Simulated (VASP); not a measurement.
# Sn3Se (Fm-3m) in VASP: notebook

Runs on Sn3Se. Level: PBE. Tasks: single point.

Program: VASP 6.6.1. These are calculated values, not measurements. Logs are shortened: lines on timing, memory, paths and dates and some standing lists are left out, and cuts for length are marked.

### 1 The cell of the first run

The structure is cubic, space group Fm-3m (No. 225). Conventional cell: a = 7.314 Å, b = 7.314 Å, c = 7.314 Å, α = 90.00°, β = 90.00°, γ = 90.00°. Sn (site symmetry m-3m) has 8 Sn at 3.17 Å and 6 Se at 3.66 Å within 4.2 Å. Sn (site symmetry -43m) has 10 Sn at 3.17 to 3.66 Å and 4 Se at 3.17 Å within 4.2 Å. Within 4.2 Å of Se (site symmetry m-3m) lie 14 Sn at 3.17 to 3.66 Å.

### 2 Single point, PBE

The input, INCAR:

```
SYSTEM = Sn3Se
  PREC = Accurate
  ENCUT = 520
  EDIFF = 1E-6
  ISMEAR = -1
  SIGMA = 0.05
  LREAL = .FALSE.
  LASPH = .TRUE.
  NELM = 60
  ALGO = Normal
  ISIF = 2
  LWAVE = .FALSE.
  LCHARG = .FALSE.
  GGA = PE
  NBANDS = 32
```

The input, KPOINTS:

```
regular mesh
0
G
  6 6 6
  0 0 0
```

The input, POSCAR:

```
Sn3Se
1.0
    0.0000000000      3.6569301267      3.6569301267
    3.6569301267      0.0000000000      3.6569301267
    3.6569301267      3.6569301267      0.0000000000
Sn Se
3 1
Direct
    0.5000000000      0.5000000000      0.5000000000
    0.7500000000      0.7500000000      0.7500000000
    0.2500000000      0.2500000000      0.2500000000
    0.0000000000      0.0000000000      0.0000000000
```

Potentials or basis: VASP PAW PBE potentials, release 64 (Sn_d, Se).

The run is started by

```bash
$ cat potpaw_PBE.64/Sn_d/POTCAR potpaw_PBE.64/Se/POTCAR > POTCAR
$ mpirun -np 1 vasp_std > vasp.out
```

OUTCAR:

```text
SYSTEM = Sn3Se
   PREC = Accurate
   ENCUT = 520
   EDIFF = 1E-6
   ISMEAR = -1
   LREAL = .FALSE.
   LASPH = .TRUE.
   NELM = 60
   ISIF = 2
   GGA = PE

 ion  position               nearest neighbor table
   1  0.500  0.500  0.500-   3 3.17   3 3.17   3 3.17   2 3.17   2 3.17   2 3.17   3 3.17   2 3.17

   2  0.750  0.750  0.750-   1 3.17   1 3.17   1 3.17   4 3.17   4 3.17   4 3.17   4 3.17   1 3.17
                             3 3.66   3 3.66   3 3.66   3 3.66   3 3.66   3 3.66
   3  0.250  0.250  0.250-   4 3.17   4 3.17   4 3.17   1 3.17   1 3.17   1 3.17   4 3.17   1 3.17
                             2 3.66   2 3.66   2 3.66   2 3.66   2 3.66   2 3.66
   4  0.000  0.000  0.000-   2 3.17   2 3.17   2 3.17   3 3.17   3 3.17   3 3.17   3 3.17   2 3.17

  LATTYP: Found a face centered cubic cell.
 ALAT       =     7.3138602534

  Lattice vectors:

 A1 = (   0.0000000000,   3.6569301267,   3.6569301267)
 A2 = (   3.6569301267,   0.0000000000,   3.6569301267)
 A3 = (   3.6569301267,   3.6569301267,   0.0000000000)

Analysis of symmetry for initial positions (statically):
=====================================================================
 Subroutine PRICEL returns:
 Original cell was already a primitive cell.

 Routine SETGRP: Setting up the symmetry group for a
 face centered cubic supercell.

 Subroutine GETGRP returns: Found 48 space group operations
 (whereof 48 operations were pure point group operations)
 out of a pool of 48 trial point group operations.

The static configuration has the point symmetry O_h .

Analysis of symmetry for dynamics (positions and initial velocities):
=====================================================================
 Subroutine PRICEL returns:
 Original cell was already a primitive cell.

 Routine SETGRP: Setting up the symmetry group for a
 face centered cubic supercell.

 Subroutine GETGRP returns: Found 48 space group operations
 (whereof 48 operations were pure point group operations)
 out of a pool of 48 trial point group operations.

The dynamic configuration has the point symmetry O_h .

 Subroutine INISYM returns: Found 48 space group operations
 (whereof 48 operations are pure point group operations),
 and found     1 'primitive' translations

----------------------------------------------------------------------------------------

                                     Primitive cell

  volume of cell :      97.8093

  direct lattice vectors                    reciprocal lattice vectors
     0.000000000  3.656930127  3.656930127    -0.136726703  0.136726703  0.136726703
     3.656930127  0.000000000  3.656930127     0.136726703 -0.136726703  0.136726703
     3.656930127  3.656930127  0.000000000     0.136726703  0.136726703 -0.136726703

  length of vectors
     5.171680182  5.171680182  5.171680182     0.236817597  0.236817597  0.236817597

  position of ions in fractional coordinates (direct lattice)
     0.500000000  0.500000000  0.500000000
     0.750000000  0.750000000  0.750000000
     0.250000000  0.250000000  0.250000000
     0.000000000  0.000000000  0.000000000

  ion indices of the primitive-cell ions
   primitive index   ion index
                 1           1
                 2           2
                 3           3
                 4           4

----------------------------------------------------------------------------------------

 KPOINTS: regular mesh

Automatic generation of k-mesh.
 Grid dimensions read from file:
 generate k-points for:    6    6    6

 Generating k-lattice:

  Cartesian coordinates                     Fractional coordinates (reciprocal lattice)
    -0.022787784  0.022787784  0.022787784     0.166666667  0.000000000  0.000000000
     0.022787784 -0.022787784  0.022787784     0.000000000  0.166666667  0.000000000
     0.022787784  0.022787784 -0.022787784     0.000000000  0.000000000  0.166666667

  Length of vectors
     0.039469599  0.039469599  0.039469599

  Shift w.r.t. Gamma in fractional coordinates (k-lattice)
     0.000000000  0.000000000  0.000000000

 Subroutine IBZKPT returns following result:
 ===========================================

 Found     16 irreducible k-points:

 Following reciprocal coordinates:
            Coordinates               Weight
  0.000000  0.000000  0.000000      1.000000
  0.166667  0.000000  0.000000      8.000000
  0.333333  0.000000  0.000000      8.000000
  0.500000  0.000000  0.000000      4.000000
  0.166667  0.166667  0.000000      6.000000
  0.333333  0.166667  0.000000     24.000000
[... 8 lines left out ...]
 -0.333333  0.333333  0.166667     24.000000
 -0.333333  0.500000  0.166667     12.000000
   k-points           NKPTS =     16   k-points in BZ     NKDIM =     16   number of bands    NBANDS=     32
   number of dos      NEDOS =    301   number of ions     NIONS =      4
   total plane-waves  NPLWV =  64000
   dimension x,y,z NGX =    40 NGY =   40 NGZ =   40
   dimension x,y,z NGXF=    80 NGYF=   80 NGZF=   80
[... 31 lines left out ...]
   IMIX   =      4    mixing-type and parameters
     AMIX     =   0.40;   BMIX     =  1.00
     AMIX_MAG =   1.60;   BMIX_MAG =  1.00
  volume/ion in A,a.u.               =      24.45       165.01
  Fermi-wavevector in a.u.,A,eV,Ry     =   1.291304  2.440211 22.687262  1.667467
  Thomas-Fermi vector in A             =   2.423082
   LORBIT       =      0    0 simple, 1 ext, 2 COOP (PROOUT), +10 PAW based schemes
   GGA     = PE    functional components
   LHFCALC =     F    Hartree Fock is set to
   AEXX    =    0.0000 exact exchange contribution
   IVDW    =     0    specifies the selected vdW correction
   LEPSILON=     F    determine dielectric tensor
   LRPA    =     F    only Hartree local field effects (RPA)
 non-spin polarized calculation
  energy-cutoff  :      520.00
  volume of cell :       97.81
 maximum number of plane-waves:      2685
 NGX is ok and might be reduce to    40
   NGX = 19   NGY = 19   NGZ = 19

 number of electron      47.9999979 magnetization

 Free energy of the ion-electron system (eV)
  ---------------------------------------------------
  ext. energy  EPLUGINS =         0.00000000
  ---------------------------------------------------
  free energy    TOTEN  =       -14.80045523 eV

  energy without entropy =      -14.77279945  energy(sigma->0) =      -14.78662734

 E-fermi :   7.9658     XC(G=0): -10.5836

 val. band max:        7.9426796333   @ k =  -0.3333   0.3333   0.1667
 cond. band min:       7.9875263427   @ k =   0.5000   0.3333   0.1667
 fundamental gap:      0.0448467094
 Fermi energy:         7.9658250493

 k-point     1 :       0.0000    0.0000    0.0000
  band No.  band energies     occupation
      1     -13.6877      2.00000
      2     -13.6877      2.00000
      3     -13.6482      2.00000
      4     -13.6482      2.00000
      5     -13.6482      2.00000
      6     -13.6337      2.00000
[... 24 lines left out ...]
     31      15.0108      0.00000
     32      15.0108      0.00000

 k-point     2 :       0.1667    0.0000    0.0000
  band No.  band energies     occupation
      1     -13.6785      2.00000
      2     -13.6785      2.00000
      3     -13.6613      2.00000
      4     -13.6537      2.00000
      5     -13.6537      2.00000
      6     -13.6301      2.00000
[... 24 lines left out ...]
     31      13.4548      0.00000
     32      14.6067      0.00000

 k-point     3 :       0.3333    0.0000    0.0000
  band No.  band energies     occupation
      1     -13.6622      2.00000
      2     -13.6622      2.00000
      3     -13.6607      2.00000
      4     -13.6542      2.00000
      5     -13.6542      2.00000
      6     -13.6256      2.00000
[... 24 lines left out ...]
     31      12.9216      0.00000
     32      14.9650      0.00000

 k-point     4 :       0.5000    0.0000    0.0000
  band No.  band energies     occupation
      1     -13.6660      2.00000
      2     -13.6660      2.00000
      3     -13.6476      2.00000
      4     -13.6271      2.00000
      5     -13.6271      2.00000
      6     -13.6267      2.00000
[... 374 lines left out ...]
     31      13.2125      0.00000
     32      14.8023      0.00000

 k-point    15 :      -0.3333    0.3333    0.1667
  band No.  band energies     occupation
      1     -13.6652      2.00000
      2     -13.6639      2.00000
      3     -13.6534      2.00000
      4     -13.6471      2.00000
      5     -13.6399      2.00000
      6     -13.6388      2.00000
[... 24 lines left out ...]
     31      13.7185      0.00000
     32      16.3707      0.00000

 k-point    16 :      -0.3333    0.5000    0.1667
  band No.  band energies     occupation
      1     -13.6677      2.00000
      2     -13.6639      2.00000
      3     -13.6564      2.00000
      4     -13.6538      2.00000
      5     -13.6507      2.00000
      6     -13.6343      2.00000
[... 24 lines left out ...]
     31      13.1332      0.00000
     32      15.3522      0.00000

------------------------ aborting loop because EDIFF is reached ----------------------------------------

  FORCE on cell =-STRESS in cart. coord.  units (eV):
  Direction    XX          YY          ZZ          XY          YZ          ZX
  --------------------------------------------------------------------------------------
  -------------------------------------------------------------------------------------
  Total        1.9840266      1.9840266      1.9840266      0.0000000      0.0000000     -0.0000000
  in kB       32.4996062     32.4996062     32.4996062      0.0000000      0.0000000     -0.0000000
  external PRESSURE =      32.4996062 kB  Pullay stress =       0.0000000 kB

 VOLUME and BASIS-vectors are now :
 -----------------------------------------------------------------------------
  energy-cutoff  :      520.00
  volume of cell :       97.81
      direct lattice vectors                 reciprocal lattice vectors
     0.000000000  3.656930127  3.656930127    -0.136726703  0.136726703  0.136726703
     3.656930127  0.000000000  3.656930127     0.136726703 -0.136726703  0.136726703
     3.656930127  3.656930127  0.000000000     0.136726703  0.136726703 -0.136726703

 POSITION                                       TOTAL-FORCE (eV/Angst)
 -----------------------------------------------------------------------------------
      3.65693      3.65693      3.65693        -0.000000      0.000000     -0.000000
      5.48540      5.48540      5.48540         0.000000     -0.000000      0.000000
      1.82847      1.82847      1.82847         0.000000     -0.000000      0.000000
      0.00000      0.00000      0.00000        -0.000000      0.000000     -0.000000
 -----------------------------------------------------------------------------------
    total drift:                               -0.000000     -0.000000      0.000000

  FREE ENERGIE OF THE ION-ELECTRON SYSTEM (eV)
  ---------------------------------------------------
  free  energy   TOTEN  =       -14.8004552338 eV

  energy  without entropy=      -14.7727994546  energy(sigma->0) =      -14.78662734
```

Run time: 22 s. Hardware: 1 thread of Intel Xeon 6975P-C (Granite Rapids), shared host; peak memory 0.25 GiB.

Results:

* Free energy: -14.8005 eV
* Pressure: 3.2 GPa
* Band gap on the k mesh: zero (band 24 reaches 8.64 eV, above the bottom of band 25 at 6.50 eV)

Levels at points of the mesh, in eV from the Fermi level:
| k point | band 21 | band 22 | band 23 | band 24 | band 25 | band 26 | band 27 | band 28 |
| --- | --- | --- | --- | --- | --- | --- | --- | --- |
| (0.00, 0.00, 0.00) | -3.08 | -2.54 | -1.47 | -1.47 | -1.47 | -0.63 | -0.63 | -0.63 |
| (0.50, 0.00, 0.00) | -3.62 | -2.35 | -2.35 | -0.79 | 0.49 | 2.19 | 2.19 | 3.58 |
| (0.50, 0.50, 0.00) | -5.16 | -0.24 | 0.49 | 0.49 | 1.17 | 2.86 | 2.86 | 3.55 |

Caveat: spin-orbit coupling is left out, which moves the levels of the heavy elements.

### 3 Single point, PBE

This run uses another cell than the first one, of 24.97 Å³/atom, 1.021 times its volume.

The input, INCAR:

```
  ALGO = Normal
  EDIFF = 1E-6
  ENCUT = 520
  GGA = PE
  ISIF = 2
  ISMEAR = -1
  LASPH = T
  LCHARG = F
  LREAL = F
  LWAVE = F
  NBANDS = 32
  NELM = 60
  PREC = Accurate
  SIGMA = 0.05
```

The input, KPOINTS:

```
k-points
0
Gamma
  6 6 6
```

The input, POSCAR:

```
Sn3Se
1.0
    0.0000000000      3.6826840043      3.6826840043
    3.6826840043      0.0000000000      3.6826840043
    3.6826840043      3.6826840043      0.0000000000
Sn Se
3 1
Direct
    0.5000000000      0.5000000000      0.5000000000
    0.7500000000      0.7500000000      0.7500000000
    0.2500000000      0.2500000000      0.2500000000
    0.0000000000      0.0000000000      0.0000000000
```

Potentials or basis: VASP PAW PBE potentials, release 64 (Sn_d, Se).

The run is started by

```bash
$ cat potpaw_PBE.64/Sn_d/POTCAR potpaw_PBE.64/Se/POTCAR > POTCAR
$ mpirun -np 1 vasp_std > vasp.out
```

Run time: 22 s. Hardware: 1 thread of Intel Xeon 6975P-C (Granite Rapids), shared host; peak memory 0.25 GiB.

It converged, with:

| Quantity | Value |
| --- | --- |
| Free energy | -14.8347 eV |
| Pressure | 1.9 GPa |
| Band gap on the k mesh | zero (band 24 reaches 8.36 eV, above the bottom of band 25 at 6.30 eV) |

Levels at points of the mesh, in eV from the Fermi level:
```tsv
k point	band 21	band 22	band 23	band 24	band 25	band 26	band 27	band 28
(0.00, 0.00, 0.00)	-3.01	-2.66	-1.41	-1.41	-1.41	-0.60	-0.60	-0.60
(0.50, 0.00, 0.00)	-3.53	-2.28	-2.28	-0.82	0.44	2.16	2.16	3.56
(0.50, 0.50, 0.00)	-5.04	-0.27	0.48	0.48	1.10	2.82	2.82	3.45
```

Caveat: spin-orbit coupling is left out, which moves the levels of the heavy elements.

### 4 Single point, PBE

This run uses another cell than the first one, of 25.49 Å³/atom, 1.043 times its volume.

The input, INCAR:

```
ALGO     = Normal         # electronic algorithm
EDIFF    = 1E-7           # SCF threshold, eV
ENCUT    = 520            # plane-wave cutoff, eV
GGA      = PE             # functional
ISIF     = 2              # what is computed and relaxed
ISMEAR   = -1             # smearing method
LASPH    = True           # aspherical terms in the spheres
LCHARG   = False          # write CHGCAR
LREAL    = False          # projectors in reciprocal space
LWAVE    = False          # write WAVECAR
NBANDS   = 32             # bands
NELM     = 60             # most SCF steps
PREC     = Accurate       # precision mode
SIGMA    = 0.05           # smearing width, eV
```

KPOINTS is that of step 3.

The input, POSCAR:

```
Sn3Se
1.0
    0.0000000000      3.7080826276      3.7080826276
    3.7080826276      0.0000000000      3.7080826276
    3.7080826276      3.7080826276      0.0000000000
Sn Se
3 1
Direct
    0.5000000000      0.5000000000      0.5000000000
    0.7500000000      0.7500000000      0.7500000000
    0.2500000000      0.2500000000      0.2500000000
    0.0000000000      0.0000000000      0.0000000000
```

The run is started by

```bash
$ cat potpaw_PBE.64/Sn_d/POTCAR potpaw_PBE.64/Se/POTCAR > POTCAR
$ mpirun -np 1 vasp_std > vasp.out
```

Run time: 23 s. Hardware: 1 thread of Intel Xeon 6975P-C (Granite Rapids), shared host; peak memory 0.25 GiB.

The run converged. Its results:

```yaml
Free_energy: -14.8530 eV
Pressure: 0.8 GPa
Band_gap_on_the_k_mesh: zero (band 24 reaches 8.10 eV, above the bottom of band 25 at 6.11 eV)
```

Levels at points of the mesh, in eV from the Fermi level:
| k point | band 22 | band 23 | band 24 | band 25 | band 26 | band 27 |
| --- | --- | --- | --- | --- | --- | --- |
| (0.00, 0.00, 0.00) | -2.77 | -1.35 | -1.35 | -1.35 | -0.57 | -0.57 |
| (0.50, 0.00, 0.00) | -2.21 | -2.21 | -0.85 | 0.40 | 2.13 | 2.13 |
| (0.50, 0.50, 0.00) | -0.31 | 0.47 | 0.47 | 1.04 | 2.78 | 2.78 |

Caveat: spin-orbit coupling is left out, which moves the levels of the heavy elements.

### 5 Single point, PBE

This run uses another cell than the first one, of 26.01 Å³/atom, 1.064 times its volume.

The input, INCAR:

```
PREC = Accurate
ENCUT = 520
EDIFF = 1E-6
ISMEAR = -1
SIGMA = 0.05
LREAL = False
LASPH = True
NELM = 100
ALGO = Normal
ISIF = 2
LWAVE = False
LCHARG = False
GGA = PE
NBANDS = 32
```

The input, KPOINTS:

```
Automatic mesh
0
Gamma
  6 6 6
```

The input, POSCAR:

```
Sn3Se
1.0
    0.0000000000      3.7331380000      3.7331380000
    3.7331380000      0.0000000000      3.7331380000
    3.7331380000      3.7331380000      0.0000000000
Sn Se
3 1
Direct
    0.5000000000      0.5000000000      0.5000000000
    0.7500000000      0.7500000000      0.7500000000
    0.2500000000      0.2500000000      0.2500000000
    0.0000000000      0.0000000000      0.0000000000
```

The run is started by

```bash
$ cat potpaw_PBE.64/Sn_d/POTCAR potpaw_PBE.64/Se/POTCAR > POTCAR
$ mpirun -np 1 vasp_std > vasp.out
```

It took 21 s on 1 thread of Intel Xeon 6975P-C (Granite Rapids), shared host; peak memory 0.25 GiB.

It converged, with:

* Free energy: -14.8571 eV
* Pressure: -0.2 GPa
* Band gap on the k mesh: zero (band 24 reaches 7.84 eV, above the bottom of band 25 at 5.92 eV)

Levels at points of the mesh, in eV from the Fermi level:
| k point | band 20 | band 21 | band 22 | band 23 | band 24 | band 25 | band 26 | band 27 | band 28 | band 29 |
| --- | --- | --- | --- | --- | --- | --- | --- | --- | --- | --- |
| (0.00, 0.00, 0.00) | -2.86 | -2.86 | -2.86 | -1.29 | -1.29 | -1.29 | -0.55 | -0.55 | -0.55 | 4.09 |
| (0.50, 0.00, 0.00) | -3.36 | -3.36 | -2.15 | -2.15 | -0.87 | 0.36 | 2.10 | 2.10 | 3.52 | 3.52 |
| (0.50, 0.50, 0.00) | -4.80 | -4.80 | -0.34 | 0.45 | 0.45 | 0.99 | 2.75 | 2.75 | 3.26 | 4.10 |

Caveat: spin-orbit coupling is left out, which moves the levels of the heavy elements.

### 6 Single point, PBE

This run uses another cell than the first one, of 26.53 Å³/atom, 1.085 times its volume.

The input, INCAR:

```
SYSTEM = Sn3Se
ALGO = Normal
EDIFF = 1E-6
ENCUT = 520
GGA = PE
ISIF = 2
ISMEAR = -1
LASPH = .TRUE.
LCHARG = .TRUE.
LELF = .TRUE.
LREAL = .FALSE.
LVHAR = .TRUE.
LWAVE = .FALSE.
NBANDS = 32
NELM = 100
PREC = Accurate
SIGMA = 0.05
```

The input, KPOINTS:

```
k-points
0
G
  6 6 6
  0 0 0
```

The input, POSCAR:

```
Sn3Se
1.0
    0.0000000000      3.7578614887      3.7578614887
    3.7578614887      0.0000000000      3.7578614887
    3.7578614887      3.7578614887      0.0000000000
Sn Se
3 1
Direct
    0.5000000000      0.5000000000      0.5000000000
    0.7500000000      0.7500000000      0.7500000000
    0.2500000000      0.2500000000      0.2500000000
    0.0000000000      0.0000000000      0.0000000000
```

Potentials or basis: VASP PAW PBE potentials, release 64 (Sn_d, Se).

The run is started by

```bash
$ cat potpaw_PBE.64/Sn_d/POTCAR potpaw_PBE.64/Se/POTCAR > POTCAR
$ mpirun -np 1 vasp_std > vasp.out
```

Wall time 23 s (1 thread of Intel Xeon 6975P-C (Granite Rapids), shared host); peak memory 0.25 GiB.

The run converged. Its results:

```yaml
Free_energy: -14.8488 eV
Pressure: -1.1 GPa
Band_gap_on_the_k_mesh: zero (band 24 reaches 7.60 eV, above the bottom of band 25 at 5.75 eV)
```

Levels at points of the mesh, in eV from the Fermi level:
```tsv
k point	band 21	band 22	band 23	band 24	band 25	band 26	band 27	band 28
(0.00, 0.00, 0.00)	-2.79	-2.79	-1.24	-1.24	-1.24	-0.52	-0.52	-0.52
(0.50, 0.00, 0.00)	-3.28	-2.08	-2.08	-0.89	0.32	2.07	2.07	3.50
(0.50, 0.50, 0.00)	-4.69	-0.37	0.44	0.44	0.93	2.71	2.71	3.17
```

Caveat: spin-orbit coupling is left out, which moves the levels of the heavy elements.

### 7 The runs side by side

```tsv
cell	gap on the mesh (eV)	pressure (GPa)
a = 5.172 Å, angles 60.0°, 4 atoms	none	3.2
a = 5.208 Å, angles 60.0°, 4 atoms	none	1.9
a = 5.244 Å, angles 60.0°, 4 atoms	none	0.8
a = 5.279 Å, angles 60.0°, 4 atoms	none	-0.2
a = 5.314 Å, angles 60.0°, 4 atoms	none	-1.1
```

Alike in all rows: task single point; level PBE; potentials or basis VASP PAW PBE potentials, release 64 (Sn_d, Se); no spin polarisation; k mesh 6 × 6 × 6; cutoff (eV) 520; smearing fermi-dirac 0.05 eV.

Caveats: spin-orbit coupling is left out, which moves the levels of the heavy elements.

Total energies depend on the potentials used, so only differences within one code and one set of settings carry meaning.
